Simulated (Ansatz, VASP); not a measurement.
## Two plane-wave programs on Co

File INCAR:

```
SYSTEM = Co
  ALGO = Normal
  EDIFF = 1E-6
  ENCUT = 690
  GGA_COMPAT = .FALSE.
  ISIF = 2
  ISMEAR = -1
  ISPIN = 2
  LASPH = .TRUE.
  LCHARG = .FALSE.
  LMAXMIX = 4
  LORBIT = 11
  LREAL = .FALSE.
  LWAVE = .FALSE.
  MAGMOM = 1.8 1.8 1.8 1.8 1.8 1.8
  NBANDS = 64
  NELM = 200
  PREC = Accurate
  SIGMA = 0.15
```

KPOINTS

```
k-points
0
G
  6 6 6
  0 0 0
```

The input POSCAR:

```
Co
1.0
    0.0000000000      3.1738886696      3.1738886696
    3.1738886696      0.0000000000      3.1738886696
    3.1738886696      3.1738886696      0.0000000000
Co
6
Direct
    0.2500000000      0.2500000000      0.2500000000
    0.0000000000      0.0000000000      0.0000000000
    0.6250000000      0.6250000000      0.1250000000
    0.6250000000      0.1250000000      0.6250000000
    0.1250000000      0.6250000000      0.6250000000
    0.6250000000      0.6250000000      0.6250000000
```

Input for Ansatz:

```yaml
crystal:
  lattice:
    - [0.0, 3.1738886696051094, 3.1738886696051094]
    - [3.1738886696051094, 0.0, 3.1738886696051094]
    - [3.1738886696051094, 3.1738886696051094, 0.0]
  atoms:
    - { symbol: Co, position: [0.25, 0.25, 0.25], spin: 1.8 }
    - { symbol: Co, position: [0.0, 0.0, 0.0], spin: 1.8 }
    - { symbol: Co, position: [0.625, 0.625, 0.125], spin: 1.8 }
    - { symbol: Co, position: [0.625, 0.125, 0.625], spin: 1.8 }
    - { symbol: Co, position: [0.125, 0.625, 0.625], spin: 1.8 }
    - { symbol: Co, position: [0.625, 0.625, 0.625], spin: 1.8 }
basis:
  ecutwfc: 435.382179935808
kpoints:
  mp_grid:
    grid: [6, 6, 6]
hamiltonian:
  xc: lda
magnetization:
  spin_polarized: true
scf:
  convergence:
    dr2_threshold: 1.0e-09
  occupations:
    method: fermi_dirac
    width: 0.15
output:
  stress: true
```

Alike in both runs: task single point; functional LDA; k mesh 6 × 6 × 6; occupations fermi-dirac, width 0.15 eV; collinear spin.

|  | VASP | Ansatz |
| --- | --- | --- |
| version | VASP 6.6.1 | Ansatz 0.2.0 |
| potentials or method | VASP PAW LDA potentials, release 64 (Co_sv), cutoff 690 eV | plane waves, PAW |
| valence electrons in the cell | 102 | 102 |

```csv
,VASP,Ansatz,Ansatz less VASP
pressure (GPa),-4.3,-3.0,+1.31
net moment per atom (μB),1.46,1.50,+0.042
size of the moment on the site where the two differ most (μB),1.39,1.45,+0.062
```

LDA's correlation is that of Perdew and Zunger in VASP and of Perdew and Wang (1992) in Ansatz. Site moments also hang on the region over which each program counts them. Ansatz's warnings: stress scf threshold loose.
